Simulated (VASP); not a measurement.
Hf, 1 atom in the cell. The structure is tetragonal, space group I4/mmm (No. 139). The conventional cell has a = 3.502 Å, b = 3.502 Å, c = 3.718 Å, α = 90.00°, β = 90.00°, γ = 90.00°. Hf (site symmetry 4/mmm) has 14 Hf at 3.10 to 3.72 Å within 4.1 Å.  This cell differs from its parent crystal: strain -0.030 along x and y, +0.030 along z.

```yaml
Program: VASP 6.6.1
Task: single point
Functional: PBEsol
Potentials_or_basis: VASP PAW PBE potentials, release 64 (Hf_pv)
Cutoff: 520 eV
k_mesh: 18 × 18 × 18
Occupations: gaussian, width 0.15 eV
Spin: no spin polarisation
Dipole_correction: no
Further_INCAR_settings: ALGO = Normal; EDIFF = 1e-06; NBANDS = 11
```

Potentials or basis: VASP PAW PBE potentials, release 64 (Hf_pv).

Launch:

```sh
$ cat potpaw_PBE.64/Hf_pv/POTCAR > POTCAR
$ mpirun -np 1 vasp_std > vasp.out
```

Hardware: 1 thread of Intel Xeon 8259CL, with other jobs on the host.

**Question.** Estimate the wall time of this run.

**Answer.** Run time: 2.6 min on 1 thread of Intel Xeon 8259CL, on a shared host, peak memory 0.24 GiB. Counts: scf iterations 11, k points 480.
